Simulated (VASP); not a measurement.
# InF3 (vib) (R-3c) in VASP: a series of runs

The runs below take InF3 (vib) through single point, relaxation of cell and atoms, with LDA.

Program: VASP 6.6.1. These are calculated values, not measurements. Logs are shortened: lines on timing, memory, paths and dates and some standing lists are left out, and cuts for length are marked.

## (1) The cell of the first run

It takes space group R-3c (No. 167, trigonal). Conventional cell: a = 5.084 Å, b = 5.084 Å, c = 14.556 Å, α = 90.00°, β = 90.00°, γ = 120.00°. In (site symmetry -3) has 6 F at 2.06 Å within 2.7 Å. F (site symmetry 2) has 2 In at 2.06 Å within 2.7 Å.

## (2) Single point, LDA

The input, INCAR:

```
PREC     = Accurate       # precision mode
ENCUT    = 520            # plane-wave cutoff, eV
EDIFF    = 1E-6           # SCF threshold, eV
ISMEAR   = 0              # smearing method
SIGMA    = 0.02           # smearing width, eV
LREAL    = F              # projectors in reciprocal space
LASPH    = T              # aspherical terms in the spheres
NELM     = 100            # most SCF steps
ALGO     = Normal         # electronic algorithm
ISIF     = 2              # what is computed and relaxed
LWAVE    = F              # write WAVECAR
LCHARG   = F              # write CHGCAR
NBANDS   = 44             # bands
```

The input, KPOINTS:

```
regular mesh
0
Gamma
  6 6 6
```

The input, POSCAR:

```
InF3
1.0
    2.5422182678      1.4677504012      4.8518750077
   -2.5422182678      1.4677504012      4.8518750077
    0.0000000000     -2.9355008025      4.8518750077
In F
2 6
Direct
    1.0000000000      1.0000000000      0.0000000000
    0.5000000000      0.5000000000      0.5000000000
    0.9040700059      0.2500000000      0.5959299941
    0.2500000000      0.5959299941      0.9040700059
    0.4040700059      0.0959299941      0.7500000000
    0.7500000000      0.4040700059      0.0959299941
    0.0959299941      0.7500000000      0.4040700059
    0.5959299941      0.9040700059      0.2500000000
```

Potentials or basis: VASP PAW LDA potentials, release 64 (In_d, F).

Started as:

```console
> cat potpaw_LDA.64/In_d/POTCAR potpaw_LDA.64/F/POTCAR > POTCAR
> mpirun -np 1 vasp_std > vasp.out
```

OUTCAR:

```text
PREC = Accurate
   ENCUT = 520
   EDIFF = 1E-6
   ISMEAR = 0
   LREAL = F
   LASPH = T
   NELM = 100
   ISIF = 2

 ion  position               nearest neighbor table
   1  0.000  0.000  0.000-   5 2.06   8 2.06   7 2.06   3 2.06   4 2.06   6 2.06   2 3.81   2 3.81
                             2 3.81   2 3.81   2 3.81   2 3.81
   2  0.500  0.500  0.500-   5 2.06   8 2.06   6 2.06   4 2.06   7 2.06   3 2.06   1 3.81   1 3.81
                             1 3.81   1 3.81   1 3.81   1 3.81
   3  0.904  0.250  0.596-   1 2.06   2 2.06
   4  0.250  0.596  0.904-   2 2.06   1 2.06
   5  0.404  0.096  0.750-   1 2.06   2 2.06
   6  0.750  0.404  0.096-   2 2.06   1 2.06
   7  0.096  0.750  0.404-   1 2.06   2 2.06
   8  0.596  0.904  0.250-   1 2.06   2 2.06

  LATTYP: Found a trigonal (rhomboedric) cell.
 ALAT       =     5.6707897203
 COS(alpha) =     0.5980531967

  Lattice vectors:

 A1 = (   2.5422182678,   1.4677504012,   4.8518750077)
 A2 = (  -2.5422182678,   1.4677504012,   4.8518750077)
 A3 = (   0.0000000000,  -2.9355008025,   4.8518750077)

Analysis of symmetry for initial positions (statically):
=====================================================================
 Subroutine PRICEL returns:
 Original cell was already a primitive cell.

 Routine SETGRP: Setting up the symmetry group for a
 trigonal (rhombohedral) supercell.

 Subroutine GETGRP returns: Found 12 space group operations
 (whereof  6 operations were pure point group operations)
 out of a pool of 12 trial point group operations.

The static configuration has the point symmetry S_6 .
 The point group associated with its full space group is D_3d.

Analysis of symmetry for dynamics (positions and initial velocities):
=====================================================================
 Subroutine PRICEL returns:
 Original cell was already a primitive cell.

 Routine SETGRP: Setting up the symmetry group for a
 trigonal (rhombohedral) supercell.

 Subroutine GETGRP returns: Found 12 space group operations
 (whereof  6 operations were pure point group operations)
 out of a pool of 12 trial point group operations.

The dynamic configuration has the point symmetry S_6 .
 The point group associated with its full space group is D_3d.

 Subroutine INISYM returns: Found 12 space group operations
 (whereof  6 operations are pure point group operations),
 and found     1 'primitive' translations

----------------------------------------------------------------------------------------

                                     Primitive cell

  volume of cell :     108.6240

  direct lattice vectors                    reciprocal lattice vectors
     2.542218268  1.467750401  4.851875008     0.196678628  0.113552459  0.068701962
    -2.542218268  1.467750401  4.851875008    -0.196678628  0.113552459  0.068701962
     0.000000000 -2.935500803  4.851875008     0.000000000 -0.227104917  0.068701962

  length of vectors
     5.670789720  5.670789720  5.670789720     0.237269052  0.237269052  0.237269052

  position of ions in fractional coordinates (direct lattice)
     0.000000000  0.000000000  0.000000000
     0.500000000  0.500000000  0.500000000
     0.904070006  0.250000000  0.595929994
     0.250000000  0.595929994  0.904070006
     0.404070006  0.095929994  0.750000000
     0.750000000  0.404070006  0.095929994
     0.095929994  0.750000000  0.404070006
     0.595929994  0.904070006  0.250000000

  ion indices of the primitive-cell ions
   primitive index   ion index
                 1           1
                 2           2
                 3           3
                 4           4
                 5           5
                 6           6
                 7           7
                 8           8

----------------------------------------------------------------------------------------

 KPOINTS: regular mesh

Automatic generation of k-mesh.
 Grid dimensions read from file:
 generate k-points for:    6    6    6

 Generating k-lattice:

[... 45 lines left out ...]
 non-spin polarized calculation
 Gauss-broadening in eV      SIGMA  =   0.02
  energy-cutoff  :      520.00
  volume of cell :      108.62
 maximum number of plane-waves:      2952
   NGX = 21   NGY = 21   NGZ = 21

 number of electron      68.0000033 magnetization

 Free energy of the ion-electron system (eV)
  ---------------------------------------------------
  ext. energy  EPLUGINS =         0.00000000
  ---------------------------------------------------
  free energy    TOTEN  =       -40.33639511 eV

  energy without entropy =      -40.33639511  energy(sigma->0) =      -40.33639511

 E-fermi :  -0.6921     XC(G=0): -10.3804

 val. band max:       -0.7930999835   @ k =   0.5000   0.5000   0.0000
 cond. band min:       3.4629656454   @ k =   0.0000   0.0000   0.0000
 fundamental gap:      4.2560656289
 Fermi energy:        -0.6921387493

 k-point     1 :       0.0000    0.0000    0.0000
  band No.  band energies     occupation
      1     -20.9462      2.00000
      2     -20.4202      2.00000
      3     -20.4202      2.00000
      4     -20.2845      2.00000
      5     -20.1522      2.00000
      6     -20.1522      2.00000
[... 36 lines left out ...]
     43      13.2978      0.00000
     44      13.7217      0.00000

 k-point     2 :       0.1667    0.0000   -0.0000
  band No.  band energies     occupation
      1     -20.8930      2.00000
      2     -20.4160      2.00000
      3     -20.4086      2.00000
      4     -20.2919      2.00000
      5     -20.1982      2.00000
      6     -20.1787      2.00000
[... 36 lines left out ...]
     43      13.6320      0.00000
     44      13.8330      0.00000

 k-point     3 :       0.3333   -0.0000    0.0000
  band No.  band energies     occupation
      1     -20.7492      2.00000
      2     -20.4157      2.00000
      3     -20.3774      2.00000
      4     -20.3292      2.00000
      5     -20.2923      2.00000
      6     -20.2437      2.00000
[... 976 lines left out ...]
     43      13.6074      0.00000
     44      14.1206      0.00000

 k-point    24 :      -0.3333    0.5000    0.1667
  band No.  band energies     occupation
      1     -20.6146      2.00000
      2     -20.5252      2.00000
      3     -20.3869      2.00000
      4     -20.3382      2.00000
      5     -20.2793      2.00000
      6     -20.2614      2.00000
[... 36 lines left out ...]
     43      13.8152      0.00000
     44      14.3637      0.00000

 [... further k-points ...]

------------------------ aborting loop because EDIFF is reached ----------------------------------------

  FORCE on cell =-STRESS in cart. coord.  units (eV):
  Direction    XX          YY          ZZ          XY          YZ          ZX
  --------------------------------------------------------------------------------------
  -------------------------------------------------------------------------------------
  Total        0.3645937      0.3645937      0.4597427      0.0000000     -0.0000000      0.0000000
  in kB        5.3776657      5.3776657      6.7810910      0.0000000     -0.0000000      0.0000000
  external PRESSURE =       5.8454741 kB  Pullay stress =       0.0000000 kB

 VOLUME and BASIS-vectors are now :
 -----------------------------------------------------------------------------
  energy-cutoff  :      520.00
  volume of cell :      108.62
      direct lattice vectors                 reciprocal lattice vectors
     2.542218268  1.467750401  4.851875008     0.196678628  0.113552459  0.068701962
    -2.542218268  1.467750401  4.851875008    -0.196678628  0.113552459  0.068701962
     0.000000000 -2.935500803  4.851875008     0.000000000 -0.227104917  0.068701962

 POSITION                                       TOTAL-FORCE (eV/Angst)
 -----------------------------------------------------------------------------------
      0.00000      0.00000      0.00000        -0.000000     -0.000000     -0.000000
      0.00000     -0.00000      7.27781        -0.000000     -0.000000     -0.000000
      1.66279     -0.05547      8.49078         0.024043      0.041643     -0.000000
     -0.87943     -1.41228      8.49078         0.024043     -0.041643     -0.000000
      0.78336     -1.46775      6.06484         0.048085      0.000000      0.000000
      0.87943      1.41228      6.06484        -0.024043      0.041643     -0.000000
     -1.66279      0.05547      6.06484        -0.024043     -0.041643     -0.000000
     -0.78336      1.46775      8.49078        -0.048085      0.000000      0.000000
 -----------------------------------------------------------------------------------
    total drift:                               -0.000000     -0.000000      0.000000

  FREE ENERGIE OF THE ION-ELECTRON SYSTEM (eV)
  ---------------------------------------------------
  free  energy   TOTEN  =       -40.3363951068 eV

  energy  without entropy=      -40.3363951068  energy(sigma->0) =      -40.33639511
```

Run time: 2.4 min. Hardware: 1 thread of Intel Xeon Platinum 8259CL at 2.50GHz (Skylake/Cascade Lake), shared host; peak memory 0.27 GiB.

What came out:

- Free energy: -40.3364 eV
- Pressure: 0.6 GPa
- Largest force: 0.048 eV/Å
- Band gap on the k mesh: 4.26 eV, indirect (least direct gap 4.26 eV)

Forces in eV/Å, atoms in the order of the input:
```
In   0.000  0.000  0.000
In   0.000  0.000  0.000
F    0.024  0.042  0.000
F    0.024 -0.042  0.000
F    0.048  0.000  0.000
F   -0.024  0.042  0.000
F   -0.024 -0.042  0.000
F   -0.048  0.000  0.000
```

Stress tensor (GPa, compression positive):
```
0.54 0.00 0.00
0.00 0.54 0.00
0.00 0.00 0.68
```

Caveat: spin-orbit coupling is left out, which moves the levels of the heavy elements. A hybrid or GW would open this gap; LDA tends to underestimate it.

## (3) Relaxation of cell and atoms, LDA

This run uses another cell than the first one, of 14.39 Å³/atom, 1.060 times its volume.

The input, INCAR:

```
ALGO = Normal
EDIFF = 1E-6
EDIFFG = -0.002
ENCUT = 600
IBRION = 2
ISIF = 3
ISMEAR = 0
LASPH = T
LCHARG = F
LREAL = F
LWAVE = F
NELM = 100
NSW = 100
PREC = Accurate
SIGMA = 0.02
```

The input, KPOINTS:

```
k-points
0
Gamma
  6 6 6
```

The input, POSCAR:

```
InF3
1.0
    2.6021411800      1.5023469100      4.9075061300
   -2.6021411800      1.5023469100      4.9075061300
    0.0000000000     -3.0046938200      4.9075061300
In F
2 6
Direct
    1.0000000000      1.0000000000      0.0000000000
    0.5000000000      0.5000000000      0.5000000000
    0.8957092200      0.2500000000      0.6042907800
    0.2500000000      0.6042907800      0.8957092200
    0.3957092200      0.1042907800      0.7500000000
    0.7500000000      0.3957092200      0.1042907800
    0.1042907800      0.7500000000      0.3957092200
    0.6042907800      0.8957092200      0.2500000000
```

Potentials or basis: VASP PAW LDA potentials, release 64 (In_d, F).

Started as:

```console
> cat potpaw_LDA.64/In_d/POTCAR potpaw_LDA.64/F/POTCAR > POTCAR
> mpirun -np 1 vasp_std > vasp.out
```

It took 55 min on 1 thread of Intel Xeon Platinum 8259CL at 2.50GHz (Skylake/Cascade Lake), shared host; peak memory 0.36 GiB.

It converged, with:

```
Free energy                            : -40.3718 eV
Relaxed volume                         : 13.42 Å³/atom
Relaxed cell                           : a = 5.682 Å, b = 5.682 Å, c = 5.682 Å, α = 52.65°, β = 52.65°, γ = 52.65°
Space group after relaxing (to 0.05 Å) : R-3c (No. 167)
Energy gained by relaxing              : 7.6 meV/atom
Ionic steps                            : 40
Pressure after relaxing                : 0.0 GPa
Band gap on the k mesh                 : 4.20 eV, direct
```

Step by step:
```
step  energy change (eV)  largest force (eV/Å)  pressure (GPa)  volume (Å³)
   1              0.0000                0.1633           -3.84       115.11
   2             -0.0260                0.2066            2.69       109.45
   3             -0.0456                0.0543           -0.01       111.63
   4             -0.0456                0.0493           -0.17       111.70
   5             -0.0464                0.0473           -0.17       111.57
   6             -0.0486                0.0405           -0.15       111.20
   7             -0.0519                0.0274           -0.13       110.45
   8             -0.0543                0.0026           -0.12       108.96
   9             -0.0558                0.0201            0.34       108.27
  10             -0.0561                0.0328            0.60       107.86
  11             -0.0567                0.0283            0.54       107.81
  12             -0.0583                0.0166            0.34       107.66
  13             -0.0600                0.0077           -0.04       107.35
  14             -0.0601                0.0189           -0.16       107.21
  15             -0.0601                0.0178           -0.14       107.23
  16             -0.0601                0.0133           -0.08       107.28
  17             -0.0601                0.0169           -0.11       107.24
  18             -0.0602                0.0122           -0.06       107.14
  19             -0.0602                0.0014            0.10       106.88
  20             -0.0602                0.0036            0.09       106.93
  21             -0.0602                0.0080            0.04       107.03
  22             -0.0602                0.0066            0.04       107.01
  23             -0.0602                0.0056            0.06       106.97
  24             -0.0603                0.0066            0.05       106.99
  25             -0.0603                0.0096           -0.05       107.04
  26             -0.0603                0.0050            0.01       107.01
  27             -0.0603                0.0044            0.03       107.01
  28             -0.0603                0.0034            0.05       107.00
  29             -0.0603                0.0043            0.02       107.01
  30             -0.0603                0.0048            0.03       107.01
  31             -0.0603                0.0064           -0.01       107.05
  32             -0.0603                0.0079           -0.04       107.08
  33             -0.0603                0.0072           -0.02       107.09
  34             -0.0603                0.0062           -0.01       107.10
  35             -0.0604                0.0012            0.03       107.13
  36             -0.0604                0.0056            0.12       107.18
  37             -0.0604                0.0018            0.08       107.15
  38             -0.0604                0.0010            0.07       107.17
  39             -0.0604                0.0019            0.05       107.23
  40             -0.0604                0.0006            0.02       107.34
```

Final structure:
```xyz
8
Lattice="2.5199 1.4548 4.8802 -2.5199 1.4548 4.8802 0.0000 -2.9097 4.8802" Properties=species:S:1:pos:R:3 pbc="T T T"
In    0.0000    0.0000    0.0000
In    0.0000    0.0000    7.3203
F     1.6624   -0.0303    8.5404
F    -0.8574   -1.4246    8.5404
F     0.8050   -1.4548    6.1003
F     0.8574    1.4246    6.1003
F    -1.6624    0.0303    6.1003
F    -0.8050    1.4548    8.5404
```

Levels at points of the mesh, in eV from the valence-band top:
```tsv
k point	band 31	band 32	band 33	band 34	band 35	band 36	band 37	band 38
(0.00, 0.00, 0.00)	-0.18	-0.18	0.00	0.00	4.20	9.77	10.50	11.86
(0.50, 0.00, 0.00)	-0.30	-0.30	-0.16	-0.16	6.95	6.95	11.24	11.24
(0.50, 0.50, 0.00)	-0.30	-0.17	-0.09	-0.02	6.90	8.43	9.76	10.69
(0.50, 0.50, 0.50)	-0.10	-0.10	-0.10	-0.10	6.67	6.67	12.08	12.08
```

Caveat: spin-orbit coupling is left out, which moves the levels of the heavy elements.

## (4) Single point, LDA

This run uses another cell than the first one, of 14.39 Å³/atom, 1.060 times its volume.

The input, INCAR:

```
SYSTEM = InF3
  PREC = Accurate
  ENCUT = 520
  EDIFF = 1E-6
  ISMEAR = 0
  SIGMA = 0.1
  LREAL = .FALSE.
  LASPH = .TRUE.
  NELM = 100
  ALGO = Normal
  ISIF = 2
  LWAVE = .FALSE.
  LCHARG = .FALSE.
  NBANDS = 44
```

The input, KPOINTS:

```
regular mesh
0
G
  6 6 6
  0 0 0
```

POSCAR is that of step 3.

Started as:

```console
> cat potpaw_LDA.64/In_d/POTCAR potpaw_LDA.64/F/POTCAR > POTCAR
> mpirun -np 1 vasp_std > vasp.out
```

It took 4 min on 1 thread of Intel Xeon Platinum 8259CL at 2.50GHz (Skylake/Cascade Lake), shared host; peak memory 0.32 GiB.

It converged, with:

```yaml
Free_energy: -40.2999 eV
Pressure: -3.7 GPa
Largest_force: 0.162 eV/Å
Band_gap_on_the_k_mesh: 4.01 eV, indirect (least direct gap 4.04 eV)
```

Forces on the atoms (eV/Å):
```
In   0.000  0.000  0.000
In   0.000  0.000  0.000
F   -0.081 -0.140  0.000
F   -0.081  0.140  0.000
F   -0.162  0.000  0.000
F    0.081 -0.140  0.000
F    0.081  0.140  0.000
F    0.162  0.000  0.000
```

Stress tensor (GPa, compression positive):
```
-3.62  0.00  0.00
 0.00 -3.62  0.00
 0.00  0.00 -3.96
```

Levels at points of the mesh, in eV from the valence-band top:
| k point | band 30 | band 31 | band 32 | band 33 | band 34 | band 35 | band 36 | band 37 | band 38 | band 39 |
| --- | --- | --- | --- | --- | --- | --- | --- | --- | --- | --- |
| (0.00, 0.00, 0.00) | -0.20 | -0.19 | -0.19 | -0.03 | -0.03 | 4.01 | 9.47 | 10.38 | 11.49 | 11.49 |
| (0.50, 0.00, 0.00) | -0.47 | -0.27 | -0.27 | -0.14 | -0.14 | 6.63 | 6.63 | 10.99 | 10.99 | 11.87 |
| (0.50, 0.50, 0.00) | -0.33 | -0.26 | -0.20 | -0.14 | 0.00 | 6.56 | 8.13 | 9.57 | 10.45 | 10.71 |
| (0.50, 0.50, 0.50) | -0.60 | -0.13 | -0.13 | -0.13 | -0.13 | 6.44 | 6.44 | 11.69 | 11.69 | 12.37 |

Caveat: spin-orbit coupling is left out, which moves the levels of the heavy elements. A hybrid or GW would open this gap; LDA tends to underestimate it.

## (5) Summary

| task | cell | cutoff (eV) | smearing | gap on the mesh (eV) | pressure (GPa) | largest force (eV/Å) |
| --- | --- | --- | --- | --- | --- | --- |
| single point | a = 5.671 Å, angles 53.3°, 8 atoms | 520 | gaussian 0.02 eV | 4.26 | 0.6 | 0.05 |
| relaxation of cell and atoms | relaxed from a = 5.754 Å, angles 53.8°, 8 atoms | 600 | gaussian 0.02 eV | 4.20 | 0.0 | - |
| single point | a = 5.754 Å, angles 53.8°, 8 atoms | 520 | gaussian 0.1 eV | 4.01 | -3.7 | 0.16 |

Alike in all rows: level LDA; potentials or basis VASP PAW LDA potentials, release 64 (In_d, F); no spin polarisation; k mesh 6 × 6 × 6.

Caveats: spin-orbit coupling is left out, which moves the levels of the heavy elements.

Total energies depend on the potentials used, so only differences within one code and one set of settings carry meaning.
